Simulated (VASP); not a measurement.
# Cu (Fm-3m) in VASP: further runs

Cu is run at these levels: HSE06; tasks: single point.

Everything below comes from runs of VASP 6.6.1. Logs are shortened: lines on timing, memory, paths and dates and some standing lists are left out, and cuts for length are marked.

**1. The cell of the first run**

It takes space group Fm-3m (No. 225, cubic). Conventional cell: a = 3.606 Å, b = 3.606 Å, c = 3.606 Å, α = 90.00°, β = 90.00°, γ = 90.00°. Within 3.4 Å of Cu (site symmetry m-3m) lie 12 Cu at 2.55 Å.

**2. Single point, HSE06**

Contents of POSCAR:

```
Cu
1.0
    0.0000000000      1.8028184249      1.8028184249
    1.8028184249      0.0000000000      1.8028184249
    1.8028184249      1.8028184249      0.0000000000
Cu
1
Direct
    0.0000000000      0.0000000000      0.0000000000
```

Contents of INCAR.step1:

```
SYSTEM = Cu
PREC = Accurate ; ENCUT = 520
EDIFF = 1E-5 ; ISMEAR = -1
SIGMA = 0.1 ; LREAL = .False.
LASPH = .True. ; NELM = 100
ALGO = Normal ; ISIF = 2
LWAVE = .True. ; LCHARG = .False.
GGA = PE ; NBANDS = 12
```

Contents of INCAR.step2:

```
SYSTEM = Cu
PREC = Accurate ; ENCUT = 520
EDIFF = 1E-6 ; ISMEAR = -1
SIGMA = 0.1 ; LREAL = .False.
LASPH = .True. ; NELM = 100
ALGO = Normal ; ISIF = 2
LWAVE = .False. ; LCHARG = .False.
GGA = PE ; LHFCALC = .True.
HFSCREEN = 0.2079 ; PRECFOCK = Normal
ISTART = 1 ; NBANDS = 12
```

Contents of KPOINTS:

```
Automatic mesh
0
Gamma
  6 6 6
  0 0 0
```

Potentials or basis: VASP PAW PBE potentials, release 64 (Cu).

Run with:

```sh
$ cat potpaw_PBE.64/Cu/POTCAR > POTCAR
$ cp INCAR.step1 INCAR
$ mpirun -np 1 vasp_std > vasp.out
$ cp INCAR.step2 INCAR
$ mpirun -np 1 vasp_std > vasp.out
```

OUTCAR:

```text
SYSTEM = Cu
   PREC = Accurate
   ENCUT = 520
   EDIFF = 1E-6
   ISMEAR = -1
   LREAL = .False.
   LASPH = .True.
   NELM = 100
   ISIF = 2
   GGA = PE
   LHFCALC = .True.
   HFSCREEN = 0.2079
   PRECFOCK = Normal
   ISTART = 1

 ion  position               nearest neighbor table
   1  0.000  0.000  0.000-

  LATTYP: Found a face centered cubic cell.
 ALAT       =     3.6056368498

  Lattice vectors:

 A1 = (   0.0000000000,   1.8028184249,   1.8028184249)
 A2 = (   1.8028184249,   0.0000000000,   1.8028184249)
 A3 = (   1.8028184249,   1.8028184249,   0.0000000000)

Analysis of symmetry for initial positions (statically):
=====================================================================
 Subroutine PRICEL returns:
 Original cell was already a primitive cell.

 Routine SETGRP: Setting up the symmetry group for a
 face centered cubic supercell.

 Subroutine GETGRP returns: Found 48 space group operations
 (whereof 48 operations were pure point group operations)
 out of a pool of 48 trial point group operations.

The static configuration has the point symmetry O_h .

Analysis of symmetry for dynamics (positions and initial velocities):
=====================================================================
 Subroutine PRICEL returns:
 Original cell was already a primitive cell.

 Routine SETGRP: Setting up the symmetry group for a
 face centered cubic supercell.

 Subroutine GETGRP returns: Found 48 space group operations
 (whereof 48 operations were pure point group operations)
 out of a pool of 48 trial point group operations.

The dynamic configuration has the point symmetry O_h .

 Subroutine INISYM returns: Found 48 space group operations
 (whereof 48 operations are pure point group operations),
 and found     1 'primitive' translations

----------------------------------------------------------------------------------------

                                     Primitive cell

  volume of cell :      11.7189

  direct lattice vectors                    reciprocal lattice vectors
     0.000000000  1.802818425  1.802818425    -0.277343516  0.277343516  0.277343516
     1.802818425  0.000000000  1.802818425     0.277343516 -0.277343516  0.277343516
     1.802818425  1.802818425  0.000000000     0.277343516  0.277343516 -0.277343516

  length of vectors
     2.549570267  2.549570267  2.549570267     0.480373060  0.480373060  0.480373060

  position of ions in fractional coordinates (direct lattice)
     0.000000000  0.000000000  0.000000000

  ion indices of the primitive-cell ions
   primitive index   ion index
                 1           1

----------------------------------------------------------------------------------------

 KPOINTS: Automatic mesh

Automatic generation of k-mesh.
 Grid dimensions read from file:
 generate k-points for:    6    6    6

 Generating k-lattice:

  Cartesian coordinates                     Fractional coordinates (reciprocal lattice)
    -0.046223919  0.046223919  0.046223919     0.166666667  0.000000000  0.000000000
     0.046223919 -0.046223919  0.046223919     0.000000000  0.166666667  0.000000000
     0.046223919  0.046223919 -0.046223919     0.000000000  0.000000000  0.166666667

  Length of vectors
     0.080062177  0.080062177  0.080062177

  Shift w.r.t. Gamma in fractional coordinates (k-lattice)
     0.000000000  0.000000000  0.000000000

 Subroutine IBZKPT returns following result:
 ===========================================

 Found     16 irreducible k-points:

 Following reciprocal coordinates:
            Coordinates               Weight
  0.000000  0.000000  0.000000      1.000000
  0.166667  0.000000  0.000000      8.000000
  0.333333  0.000000  0.000000      8.000000
  0.500000  0.000000  0.000000      4.000000
  0.166667  0.166667  0.000000      6.000000
  0.333333  0.166667  0.000000     24.000000
[... 8 lines left out ...]
 -0.333333  0.333333  0.166667     24.000000
 -0.333333  0.500000  0.166667     12.000000
   k-points           NKPTS =     16   k-points in BZ     NKDIM =    216   number of bands    NBANDS=     12
   number of dos      NEDOS =    301   number of ions     NIONS =      1
   total plane-waves  NPLWV =   8000
   dimension x,y,z NGX =    20 NGY =   20 NGZ =   20
   dimension x,y,z NGXF=    40 NGYF=   40 NGZF=   40
   ions per type =               1
   NGX,Y,Z   is equivalent  to a cutoff of  13.04, 13.04, 13.04 a.u.
   NGXF,Y,Z  is equivalent  to a cutoff of  26.08, 26.08, 26.08 a.u.
 SYSTEM =  Cu
   PREC   = accura    normal or accurate (medium, high low for compatibility)
   ISTART =      1    job   : 0-new  1-cont  2-samecut
   ICHARG =      0    charge: 1-file 2-atom 10-const
   ISPIN  =      1    spin polarized calculation?
   LNONCOLLINEAR =      F non collinear calculations
   LSORBIT =      F    spin-orbit coupling
   LASPH  =      T    aspherical Exc in radial PAW
   ENCUT  =  520.0 eV  38.22 Ry    6.18 a.u.   4.74  4.74  4.74*2*pi/ulx,y,z
   NELM   =    100;   NELMIN=  2; NELMDL=  0     # of ELM steps
   EDIFF  = 0.1E-05   stopping-criterion for ELM
   LREAL  =      F    real-space projection
   EDIFFG = 0.1E-04   stopping-criterion for IOM
   NSW    =      0    number of steps for IOM
   IBRION =     -1    ionic relax: 0-MD 1-quasi-New 2-CG
   NFREE  =      0    steps in history (QN), initial steepest desc. (CG)
   ISIF   =      2    stress and relaxation
   ISYM   =      3    0-nonsym 1-usesym 2-fastsym
   POTIM  = 0.5000    time-step for ionic-motion
   TEBEG  =    0.0;   TEEND  =   0.0 temperature during run
   PSTRESS=    0.0 pullay stress
   NELECT =      11.0000    total number of electrons
   NUPDOWN=      -1.0000    fix difference up-down
   EMIN   =  10.00;   EMAX   =-10.00  energy-range for DOS
   EFERMI =   0.00;   METHOD = LEGACY
   ISMEAR =    -1;   SIGMA  =   0.10  broadening in eV -4-tet -1-fermi 0-gaus
   EFERMI_NEDOS =   21; number of points for ismear=-14 and -15
   IALGO  =     38    algorithm
   IMIX   =      1    mixing-type and parameters
     AMIX     =   0.40;   BMIX     =  1.00
     AMIX_MAG =   1.60;   BMIX_MAG =  1.00
  volume/ion in A,a.u.               =      11.72        79.08
  Fermi-wavevector in a.u.,A,eV,Ry     =   1.602915  3.029070 34.957931  2.569335
  Thomas-Fermi vector in A             =   2.699660
   LORBIT       =      0    0 simple, 1 ext, 2 COOP (PROOUT), +10 PAW based schemes
   GGA     = PE    functional components
   LHFCALC =     T    Hartree Fock is set to
   PRECFOCK=normal    Normal, Fast or Accurate (Low or Medium for compatibility)
   ENCUT4O =  -1.0   cutoff for four orbital integrals eV
   NKREDX  =     1    reduce k-point grid by
   NKREDY  =     1    reduce k-point grid by
   NKREDZ  =     1    reduce k-point grid by
   AEXX    =    0.2500 exact exchange contribution
   HFSCREEN=    0.2079 screening length (either q_TF or 0.3 A-1)
   HFSCREENC=   0.2079 screening length for correlation (either q_TF or 0.3 A-1)
   ENCUTFOCK=  -1.0 apply spherical cutoff to Coloumb kernel
   IVDW    =     0    specifies the selected vdW correction
   LEPSILON=     F    determine dielectric tensor
   LRPA    =     F    only Hartree local field effects (RPA)
 non-spin polarized calculation
  energy-cutoff  :      520.00
  volume of cell :       11.72
 maximum number of plane-waves:       332
  NGX = 16; NGY = 16; NGZ = 16

 number of electron      11.0000004 magnetization

 Free energy of the ion-electron system (eV)
  ---------------------------------------------------
  ext. energy  EPLUGINS =         0.00000000
  ---------------------------------------------------
  free energy    TOTEN  =        -3.57390334 eV

  energy without entropy =       -3.55813837  energy(sigma->0) =       -3.56602085

 E-fermi :   7.1510     XC(G=0): -10.3438

 val. band max:        7.0968954776   @ k =   0.5000   0.3333   0.1667
 cond. band min:       7.8744688340   @ k =   0.5000   0.1667   0.0000
 fundamental gap:      0.7775733565
 Fermi energy:         7.1509747302

 k-point     1 :       0.0000    0.0000    0.0000
  band No.  band energies     occupation
      1      -2.9605      2.00000
      2       2.9552      2.00000
      3       2.9552      2.00000
      4       2.9552      2.00000
      5       3.7857      2.00000
      6       3.7857      2.00000
      7      31.3004      0.00000
      8      34.3708      0.00000
      9      34.3708      0.00000
     10      34.3708      0.00000
     11      37.0109      0.00000
     12      37.0109      0.00000

 k-point     2 :       0.1667    0.0000    0.0000
  band No.  band energies     occupation
      1      -1.8456      2.00000
      2       2.7942      2.00000
      3       3.1066      2.00000
      4       3.1066      2.00000
      5       3.7752      2.00000
      6       3.7753      2.00000
      7      25.5476      0.00000
      8      31.8111      0.00000
      9      32.7500      0.00000
     10      32.7500      0.00000
     11      38.5927      0.00000
     12      39.2173      0.00000

 k-point     3 :       0.3333    0.0000    0.0000
  band No.  band energies     occupation
      1       0.4904      2.00000
      2       3.0153      2.00000
      3       3.0153      2.00000
      4       3.4664      2.00000
      5       4.2037      2.00000
      6       4.2037      2.00000
      7      17.1843      0.00000
      8      30.4760      0.00000
      9      31.5581      0.00000
     10      31.5581      0.00000
     11      35.8732      0.00000
     12      35.8732      0.00000

 k-point     4 :       0.5000    0.0000    0.0000
  band No.  band energies     occupation
      1       0.9691      2.00000
      2       2.8874      2.00000
      3       2.8874      2.00000
      4       4.5326      2.00000
      5       4.5326      2.00000
      6       6.4183      1.99868
      7      11.9517      0.00000
      8      29.7131      0.00000
      9      31.2902      0.00000
     10      31.2902      0.00000
     11      34.1934      0.00000
     12      34.1934      0.00000

 k-point     5 :       0.1667    0.1667    0.0000
  band No.  band energies     occupation
      1      -1.4834      2.00000
      2       2.5635      2.00000
      3       3.3158      2.00000
      4       3.3158      2.00000
      5       3.4871      2.00000
      6       3.9414      2.00000
      7      28.8533      0.00000
      8      28.8533      0.00000
      9      28.9954      0.00000
     10      30.6339      0.00000
     11      35.0831      0.00000
     12      42.2067      0.00000
[... 108 lines left out ...]
      1       0.9955      2.00000
      2       1.4543      2.00000
      3       4.4199      2.00000
      4       4.7391      2.00000
      5       4.7391      2.00000
      6       9.4061      0.00000
      7      15.5934      0.00000
      8      21.8390      0.00000
      9      21.8390      0.00000
     10      26.5212      0.00000
     11      29.4599      0.00000
     12      51.4132      0.00000

 k-point    14 :       0.5000    0.3333    0.1667
  band No.  band energies     occupation
      1       1.7179      2.00000
      2       2.1457      2.00000
      3       2.7382      2.00000
      4       3.9131      2.00000
      5       4.1858      2.00000
      6       7.0969      1.26399
      7      18.8930      0.00000
      8      19.9957      0.00000
      9      23.6260      0.00000
     10      33.7235      0.00000
     11      35.3817      0.00000
     12      39.7056      0.00000

 k-point    15 :      -0.3333    0.3333    0.1667
  band No.  band energies     occupation
      1       2.0454      2.00000
      2       2.1160      2.00000
      3       2.7370      2.00000
      4       3.6861      2.00000
      5       4.5189      2.00000
      6      11.4904      0.00000
      7      13.1041      0.00000
      8      20.3548      0.00000
      9      20.8853      0.00000
     10      34.0977      0.00000
     11      36.8946      0.00000
     12      43.0788      0.00000

 k-point    16 :      -0.3333    0.5000    0.1667
  band No.  band energies     occupation
      1       1.5339      2.00000
      2       1.9133      2.00000
      3       3.3180      2.00000
      4       3.9964      2.00000
      5       4.7338      2.00000
      6      12.1329      0.00000
      7      16.1283      0.00000
      8      17.2144      0.00000
      9      18.7356      0.00000
     10      32.6921      0.00000
     11      35.4659      0.00000
     12      42.6020      0.00000

------------------------ aborting loop because EDIFF is reached ----------------------------------------

  FORCE on cell =-STRESS in cart. coord.  units (eV):
  Direction    XX          YY          ZZ          XY          YZ          ZX
  --------------------------------------------------------------------------------------
  -------------------------------------------------------------------------------------
  Total        0.3036706      0.3036706      0.3036706      0.0000000      0.0000000      0.0000000
  in kB       41.5171384     41.5171384     41.5171384      0.0000000      0.0000000      0.0000000
  external PRESSURE =      41.5171384 kB  Pullay stress =       0.0000000 kB

 VOLUME and BASIS-vectors are now :
 -----------------------------------------------------------------------------
  energy-cutoff  :      520.00
  volume of cell :       11.72
      direct lattice vectors                 reciprocal lattice vectors
     0.000000000  1.802818425  1.802818425    -0.277343516  0.277343516  0.277343516
     1.802818425  0.000000000  1.802818425     0.277343516 -0.277343516  0.277343516
     1.802818425  1.802818425  0.000000000     0.277343516  0.277343516 -0.277343516

 POSITION                                       TOTAL-FORCE (eV/Angst)
 -----------------------------------------------------------------------------------
      0.00000      0.00000      0.00000         0.000000      0.000000      0.000000
 -----------------------------------------------------------------------------------
    total drift:                               -0.000000     -0.000000     -0.000000

  FREE ENERGIE OF THE ION-ELECTRON SYSTEM (eV)
  ---------------------------------------------------
  free  energy   TOTEN  =        -3.5739033353 eV

  energy  without entropy=       -3.5581383651  energy(sigma->0) =       -3.56602085
```

Run time: 5.1 min. Hardware: 1 thread of Intel Xeon Platinum 8375C at 2.90GHz (Ice Lake), shared host; peak memory 0.22 GiB.

Results:

- Free energy: -3.5739 eV
- Pressure: 4.2 GPa

Levels at points of the mesh, in eV from the Fermi level:
```csv
k point,band 3,band 4,band 5,band 6,band 7,band 8,band 9,band 10
"(0.00, 0.00, 0.00)",-4.20,-4.20,-3.37,-3.37,24.15,27.22,27.22,27.22
"(0.50, 0.00, 0.00)",-4.26,-2.62,-2.62,-0.73,4.80,22.56,24.14,24.14
"(0.50, 0.50, 0.00)",-2.73,-2.41,-2.41,2.26,8.44,14.69,14.69,19.37
```

Caveat: the k points lie up to 0.50 Å⁻¹ apart; the PAW data sets were made with another functional, which shifts forces and pressure a little.

**3. Single point, HSE06**

This run uses another cell than the first one, of 12.08 Å³/atom, 1.031 times its volume.

Contents of POSCAR:

```
Cu
1.0
    0.0000000000      1.8210299446      1.8210299446
    1.8210299446      0.0000000000      1.8210299446
    1.8210299446      1.8210299446      0.0000000000
Cu
1
Direct
    0.0000000000      0.0000000000      0.0000000000
```

Contents of INCAR.step1:

```
PREC     = Accurate       # precision mode
ENCUT    = 520            # plane-wave cutoff, eV
EDIFF    = 1E-5           # SCF threshold, eV
ISMEAR   = -1             # smearing method
SIGMA    = 0.1            # smearing width, eV
LREAL    = F              # projectors in reciprocal space
LASPH    = T              # aspherical terms in the spheres
NELM     = 100            # most SCF steps
ALGO     = Normal         # electronic algorithm
ISIF     = 2              # what is computed and relaxed
LWAVE    = T              # write WAVECAR
LCHARG   = F              # write CHGCAR
NBANDS   = 12             # bands
GGA      = PE             # functional
```

Contents of INCAR.step2:

```
PREC     = Accurate       # precision mode
ENCUT    = 520            # plane-wave cutoff, eV
EDIFF    = 1E-6           # SCF threshold, eV
ISMEAR   = -1             # smearing method
SIGMA    = 0.1            # smearing width, eV
LREAL    = F              # projectors in reciprocal space
LASPH    = T              # aspherical terms in the spheres
NELM     = 100            # most SCF steps
ALGO     = Normal         # electronic algorithm
ISIF     = 2              # what is computed and relaxed
LWAVE    = F              # write WAVECAR
LCHARG   = F              # write CHGCAR
GGA      = PE             # functional
LHFCALC  = T              # exact exchange
HFSCREEN = 0.2079         # screening, 1/A
PRECFOCK = Normal       
NBANDS   = 12             # bands
ISTART   = 1
```

Contents of KPOINTS:

```
Automatic mesh
0
Gamma
  6 6 6
```

Potentials or basis: VASP PAW PBE potentials, release 64 (Cu).

Run with:

```sh
$ cat potpaw_PBE.64/Cu/POTCAR > POTCAR
$ cp INCAR.step1 INCAR
$ mpirun -np 1 vasp_std > vasp.out
$ cp INCAR.step2 INCAR
$ mpirun -np 1 vasp_std > vasp.out
```

Wall time 6.7 min (1 thread of Intel Xeon Platinum 8375C at 2.90GHz (Ice Lake), shared host); peak memory 0.22 GiB.

The run converged. Its results:

* Free energy: -3.5798 eV
* Pressure: 0.2 GPa

Levels at points of the mesh, in eV from the Fermi level:
| k point | band 4 | band 5 | band 6 | band 7 | band 8 | band 9 |
| --- | --- | --- | --- | --- | --- | --- |
| (0.00, 0.00, 0.00) | -4.08 | -3.29 | -3.29 | 23.90 | 26.74 | 26.74 |
| (0.50, 0.00, 0.00) | -2.58 | -2.58 | -0.62 | 4.65 | 22.32 | 23.66 |
| (0.50, 0.50, 0.00) | -2.38 | -2.38 | 2.29 | 8.23 | 14.45 | 14.45 |

Caveat: the k points lie up to 0.50 Å⁻¹ apart; the PAW data sets were made with another functional, which shifts forces and pressure a little.

[end of part 1 of 2]
